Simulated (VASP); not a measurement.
# NaCl in VASP: settings compared, part 2 of 2

VASP 6.6.1.

## 3. Single point, PBE (shear xy strain -2.5%)

The input, INCAR:

```
ALGO = Normal
EDIFF = 1E-6
ENCUT = 520
GGA = PE
ISIF = 2
ISMEAR = -1
LASPH = True
LCHARG = False
LREAL = False
LWAVE = False
NBANDS = 14
NELM = 80
PREC = Accurate
SIGMA = 0.02
```

The input, KPOINTS:

```
k-points
0
Gamma
  8 8 8
```

The input, POSCAR:

```
NaCl
1.0
   -0.0350337351      2.8026988093      2.8026988093
    2.8026988093     -0.0350337351      2.8026988093
    2.7676650742      2.7676650742      0.0000000000
Na Cl
1 1
Direct
    0.0000000000      0.0000000000      0.0000000000
    0.5000000000      0.5000000000      0.5000000000
```

Potentials or basis: VASP PAW PBE potentials, release 64 (Na_pv, Cl).

Run with:

```bash
$ cat potpaw_PBE.64/Na_pv/POTCAR potpaw_PBE.64/Cl/POTCAR > POTCAR
$ mpirun -np 1 vasp_std > vasp.out
```

OUTCAR:

```text
EDIFF = 1E-6
   ENCUT = 520
   GGA = PE
   ISIF = 2
   ISMEAR = -1
   LASPH = True
   LREAL = False
   NELM = 80
   PREC = Accurate

 ion  position               nearest neighbor table
   1  0.000  0.000  0.000-
   2  0.500  0.500  0.500-

  LATTYP: Found a body centered orthorhombic cell.
 ALAT       =     3.9140694840
 B/A-ratio  =     1.0253164557
 C/A-ratio  =     1.4321149999

  Lattice vectors:

 A1 = (   0.0350337351,  -2.8026988093,  -2.8026988093)
 A2 = (  -0.0350337351,   2.8026988093,  -2.8026988093)
 A3 = (   2.8026988093,  -0.0350337351,   2.8026988093)

Analysis of symmetry for initial positions (statically):
=====================================================================
 Subroutine PRICEL returns:
 Original cell was already a primitive cell.

 Routine SETGRP: Setting up the symmetry group for a
 body centered orthorhombic supercell.

 Subroutine GETGRP returns: Found  8 space group operations
 (whereof  8 operations were pure point group operations)
 out of a pool of  8 trial point group operations.
[... 166 lines left out ...]
 cond. band min:       4.5551964550   @ k =   0.0000   0.0000   0.0000
 fundamental gap:      5.1287258355
 Fermi energy:        -0.1971501291

 k-point     1 :       0.0000    0.0000    0.0000
  band No.  band energies     occupation
      1     -21.4090      2.00000
      2     -21.4071      2.00000
      3     -21.4053      2.00000
      4     -13.3233      2.00000
      5      -0.6676      2.00000
      6      -0.6230      2.00000
      7      -0.5735      2.00000
      8       4.5552      0.00000
      9      10.3447      0.00000
     10      10.5206      0.00000
     11      10.6948      0.00000
     12      12.7025      0.00000
     13      12.7091      0.00000
     14      14.3350      0.00000
[... 377 lines left out ...]
      1     -21.4183      2.00000
      2     -21.4108      2.00000
      3     -21.4089      2.00000
      4     -13.1663      2.00000
      5      -1.5770      2.00000
      6      -0.8328      2.00000
      7      -0.7933      2.00000
      8       6.0674      0.00000
      9       9.1102      0.00000
     10      10.7374      0.00000
     11      11.1875      0.00000
     12      11.8455      0.00000
     13      13.2191      0.00000
     14      16.3851      0.00000

 [... further k-points ...]
[... 5 lines left out ...]
  --------------------------------------------------------------------------------------
  -------------------------------------------------------------------------------------
  Total        0.3438525      0.3438525      0.3400425      0.0867483      0.0000000      0.0000000
  in kB       12.5138635     12.5138635     12.3752045      3.1570406      0.0000000      0.0000000
  external PRESSURE =      12.4676438 kB  Pullay stress =       0.0000000 kB

 VOLUME and BASIS-vectors are now :
 -----------------------------------------------------------------------------
  energy-cutoff  :      520.00
  volume of cell :       44.02
      direct lattice vectors                 reciprocal lattice vectors
    -0.035033735  2.802698809  2.802698809    -0.176197014  0.176197014  0.178399476
     2.802698809 -0.035033735  2.802698809     0.176197014 -0.176197014  0.178399476
     2.767665074  2.767665074  0.000000000     0.180657698  0.180657698 -0.178399476

 POSITION                                       TOTAL-FORCE (eV/Angst)
 -----------------------------------------------------------------------------------
      0.00000      0.00000      0.00000         0.000000      0.000000      0.000000
      2.76767      2.76767      2.80270         0.000000      0.000000     -0.000000
 -----------------------------------------------------------------------------------
    total drift:                               -0.000000      0.000000      0.000000

  FREE ENERGIE OF THE ION-ELECTRON SYSTEM (eV)
  ---------------------------------------------------
  free  energy   TOTEN  =        -6.7682903032 eV

  energy  without entropy=       -6.7682903031  energy(sigma->0) =       -6.76829030
```

stdout:

```text
POSCAR found type information on POSCAR NaCl
 POSCAR found :  2 types and       2 ions
 scaLAPACK will be used
 LDA part: xc-table for (Slater+PW92), standard interpolation
 POSCAR, INCAR and KPOINTS ok, starting setup
 FFT: planning ... GRIDC
 FFT: planning ... GRID_SOFT
 FFT: planning ... GRID
 WAVECAR not read
 entering main loop
```

Run time: 84 s. Hardware: 1 thread of AMD EPYC 7R13, shared host; peak memory 0.16 GiB.

What came out:

```yaml
Free_energy: -6.7683 eV
Pressure: 1.2 GPa
Band_gap_on_the_k_mesh: 5.13 eV, direct
```

Caveat: the cell differs from its parent crystal (shear xy strain -2.5%).

## 4. Single point, r2SCAN (epitaxial xy strain +0.5%)

The input, POSCAR:

```
NaCl
1.0
    0.0000000000      2.8167123034      2.7966897258
    2.8167123034      0.0000000000      2.7966897258
    2.8167123034      2.8167123034      0.0000000000
Na Cl
1 1
Direct
    0.0000000000      0.0000000000      0.0000000000
    0.5000000000      0.5000000000      0.5000000000
```

The input, INCAR.step1:

```
SYSTEM = NaCl
ALGO     = Normal         ! electronic algorithm
EDIFF    = 1E-4           ! SCF threshold, eV
ENCUT    = 520            ! plane-wave cutoff, eV
GGA      = PE             ! functional
ISMEAR   = 0              ! smearing method
LASPH    = .TRUE.         ! aspherical terms in the spheres
LCHARG   = .FALSE.        ! write CHGCAR
LREAL    = .FALSE.        ! projectors in reciprocal space
LWAVE    = .TRUE.         ! write WAVECAR
NBANDS   = 14             ! bands
NELM     = 100            ! most SCF steps
PREC     = Accurate       ! precision mode
SIGMA    = 0.01           ! smearing width, eV
```

The input, INCAR.step2:

```
SYSTEM = NaCl
ALGO     = Normal         ! electronic algorithm
EDIFF    = 1E-6           ! SCF threshold, eV
ENCUT    = 520            ! plane-wave cutoff, eV
ISIF     = 2              ! what is computed and relaxed
ISMEAR   = 0              ! smearing method
ISTART   = 1            
LASPH    = .TRUE.         ! aspherical terms in the spheres
LCHARG   = .FALSE.        ! write CHGCAR
LMIXTAU  = .TRUE.       
LREAL    = .FALSE.        ! projectors in reciprocal space
LWAVE    = .FALSE.        ! write WAVECAR
METAGGA  = R2SCAN         ! meta-GGA
NBANDS   = 14             ! bands
NELM     = 100            ! most SCF steps
PREC     = Accurate       ! precision mode
SIGMA    = 0.01           ! smearing width, eV
```

The input, KPOINTS:

```
k-points
0
G
  8 8 8
  0 0 0
```

Run with:

```bash
$ cat potpaw_PBE.64/Na_pv/POTCAR potpaw_PBE.64/Cl/POTCAR > POTCAR
$ cp INCAR.step1 INCAR
$ mpirun -np 1 vasp_std > vasp.out
$ cp INCAR.step2 INCAR
$ mpirun -np 1 vasp_std > vasp.out
```

It took 2 min on 1 thread of AMD EPYC 7R13 (Zen 3), shared host; peak memory 0.15 GiB.

The run converged. Its results:

| Item | Value |
| --- | --- |
| Free energy | -13.7893 eV |
| Pressure | -0.4 GPa |
| Band gap on the k mesh | 5.96 eV, direct |

Stress tensor (GPa, compression positive):
```
-0.50  0.00  0.00
 0.00 -0.50  0.00
 0.00  0.00 -0.15
```

Levels at points of the mesh, in eV from the valence-band top:
| k point | band 5 | band 6 | band 7 | band 8 | band 9 | band 10 |
| --- | --- | --- | --- | --- | --- | --- |
| (0.00, 0.00, 0.00) | -0.01 | 0.00 | 0.00 | 5.96 | 11.75 | 11.75 |
| (0.50, 0.00, 0.00) | -1.96 | -0.29 | -0.28 | 7.96 | 11.70 | 11.76 |
| (0.50, 0.50, 0.00) | -1.71 | -0.63 | -0.63 | 8.47 | 8.58 | 12.33 |
| (0.50, 0.00, 0.50) | -1.71 | -0.62 | -0.60 | 8.47 | 8.61 | 12.26 |

Caveat: the cell differs from its parent crystal (epitaxial xy strain +0.5%); the PAW data sets were made with another functional, which shifts forces and pressure a little. A k mesh can miss the band edges.

## 5. Single point, r2SCAN (strain along [111] -2.0%)

The input, POSCAR:

```
NaCl
1.0
   -0.0373693175      2.7653294919      2.7653294919
    2.7653294919     -0.0373693175      2.7653294919
    2.7653294919      2.7653294919     -0.0373693175
Na Cl
1 1
Direct
    0.0000000000      0.0000000000      0.0000000000
    0.5000000000      0.5000000000      0.5000000000
```

The input, INCAR.step1:

```
PREC = Accurate
ENCUT = 520
ISMEAR = 0
SIGMA = 0.01
LREAL = False
LASPH = True
NELM = 100
NBANDS = 14
GGA = PE
ALGO = Normal
EDIFF = 1E-4
LWAVE = True
LCHARG = False
```

The input, INCAR.step2:

```
PREC = Accurate
ENCUT = 520
EDIFF = 1E-6
ISMEAR = 0
SIGMA = 0.01
LREAL = False
LASPH = True
NELM = 100
ALGO = Normal
ISIF = 2
LWAVE = False
LCHARG = False
METAGGA = R2SCAN
LMIXTAU = True
NBANDS = 14
ISTART = 1
```

The input, KPOINTS:

```
regular mesh
0
Gamma
  8 8 8
```

Run with:

```bash
$ cat potpaw_PBE.64/Na_pv/POTCAR potpaw_PBE.64/Cl/POTCAR > POTCAR
$ cp INCAR.step1 INCAR
$ mpirun -np 1 vasp_std > vasp.out
$ cp INCAR.step2 INCAR
$ mpirun -np 1 vasp_std > vasp.out
```

It took 2.1 min on 1 thread of AMD EPYC 7R13 (Zen 3), shared host; peak memory 0.15 GiB.

The run converged. Its results:

- Free energy: -13.7882 eV
- Pressure: 0.4 GPa
- Band gap on the k mesh: 6.03 eV, direct

Stress tensor (GPa, compression positive):
```
0.43 0.19 0.19
0.19 0.43 0.19
0.19 0.19 0.43
```

Levels at points of the mesh, in eV from the valence-band top:
```
           k point  band 5  band 6  band 7  band 8  band 9  band 10
(0.00, 0.00, 0.00)   -0.08   -0.08    0.00    6.03   11.65    11.65
(0.50, 0.00, 0.00)   -2.10   -0.36   -0.31    7.98   11.76    11.83
(0.50, 0.50, 0.00)   -1.84   -0.74   -0.66    8.45    8.58    12.45
(0.50, 0.50, 0.50)   -2.08   -0.40   -0.40    7.91   11.69    11.69
```

Caveat: the cell differs from its parent crystal (strain along [111] -2.0%); the PAW data sets were made with another functional, which shifts forces and pressure a little.

## 6. Single point, r2SCAN (shear xy strain -2.5%)

The input, POSCAR:

```
NaCl
1.0
   -0.0350337351      2.8026988093      2.8026988093
    2.8026988093     -0.0350337351      2.8026988093
    2.7676650742      2.7676650742      0.0000000000
Na Cl
1 1
Direct
    0.0000000000      0.0000000000      0.0000000000
    0.5000000000      0.5000000000      0.5000000000
```

The input, INCAR.step1:

```
SYSTEM = NaCl
ALGO = Normal ; EDIFF = 1E-4
ENCUT = 520 ; GGA = PE
ISMEAR = 0 ; LASPH = .True.
LCHARG = .False. ; LREAL = .False.
LWAVE = .True. ; NBANDS = 14
NELM = 60 ; PREC = Accurate
SIGMA = 0.01
```

The input, INCAR.step2:

```
SYSTEM = NaCl
ALGO = Normal ; EDIFF = 1E-6
ENCUT = 520 ; ISIF = 2
ISMEAR = 0 ; ISTART = 1
LASPH = .True. ; LCHARG = .True.
LELF = .True. ; LMIXTAU = .True.
LREAL = .False. ; LVHAR = .True.
LWAVE = .False. ; METAGGA = R2SCAN
NBANDS = 14 ; NELM = 60
PREC = Accurate ; SIGMA = 0.01
```

The input, KPOINTS:

```
k-points
0
Gamma
  8 8 8
  0 0 0
```

Potentials or basis: VASP PAW PBE potentials, release 64 (Na_pv, Cl).

Run with:

```bash
$ cat potpaw_PBE.64/Na_pv/POTCAR potpaw_PBE.64/Cl/POTCAR > POTCAR
$ cp INCAR.step1 INCAR
$ mpirun -np 1 vasp_std > vasp.out
$ cp INCAR.step2 INCAR
$ mpirun -np 1 vasp_std > vasp.out
```

Wall time 2.9 min (1 thread of AMD EPYC 7R13 (Zen 3), shared host); peak memory 0.16 GiB.

It converged, with:

```
Free energy            : -13.7887 eV
Pressure               : -0.1 GPa
Band gap on the k mesh : 5.95 eV, direct
```

Stress tensor (GPa, compression positive):
```
-0.14  0.40  0.00
 0.40 -0.14  0.00
 0.00  0.00 -0.16
```

Levels at points of the mesh, in eV from the valence-band top:
| k point | band 4 | band 5 | band 6 | band 7 | band 8 | band 9 | band 10 | band 11 |
| --- | --- | --- | --- | --- | --- | --- | --- | --- |
| (0.00, 0.00, 0.00) | -13.32 | -0.10 | -0.05 | 0.00 | 5.95 | 11.55 | 11.73 | 11.91 |
| (0.50, 0.00, 0.00) | -12.96 | -2.04 | -0.33 | -0.29 | 7.96 | 11.62 | 11.76 | 11.92 |
| (0.50, 0.50, 0.00) | -12.90 | -1.78 | -0.75 | -0.60 | 8.36 | 8.63 | 12.30 | 15.90 |
| (0.00, 0.00, 0.50) | -12.94 | -2.02 | -0.39 | -0.34 | 7.89 | 11.61 | 11.77 | 11.81 |
| (0.50, 0.00, 0.50) | -12.90 | -1.78 | -0.68 | -0.67 | 8.45 | 8.55 | 12.29 | 16.04 |

Caveat: the cell differs from its parent crystal (shear xy strain -2.5%); the PAW data sets were made with another functional, which shifts forces and pressure a little. A k mesh can miss the band edges.

## 7. Overview

| level | cell | smearing | gap on the mesh (eV) | pressure (GPa) |
| --- | --- | --- | --- | --- |
| r2SCAN | a = 3.949, b = 3.949, c = 3.904 Å, angles 60.4, 60.4, 59.3°, 2 atoms | gaussian 0.01 eV | 6.09 | 0.5 |
| PBE | a = 3.964, b = 3.964, c = 3.914 Å, angles 60.4, 60.4, 60.8°, 2 atoms | fermi-dirac 0.02 eV | 5.13 | 1.2 |
| r2SCAN | a = 3.969, b = 3.969, c = 3.983 Å, angles 59.9, 59.9, 60.2°, 2 atoms | gaussian 0.01 eV | 5.96 | -0.4 |
| r2SCAN | a = 3.911 Å, angles 60.9°, 2 atoms | gaussian 0.01 eV | 6.03 | 0.4 |
| r2SCAN | a = 3.964, b = 3.964, c = 3.914 Å, angles 60.4, 60.4, 60.8°, 2 atoms | gaussian 0.01 eV | 5.95 | -0.1 |

Alike in all rows: task single point; potentials or basis VASP PAW PBE potentials, release 64 (Na_pv, Cl); no spin polarisation; k mesh 8 × 8 × 8; cutoff (eV) 520.

Caveats: the PAW data sets were made with another functional, which shifts forces and pressure a little (some runs).

Absolute energies hang on the potentials; compare differences alone.
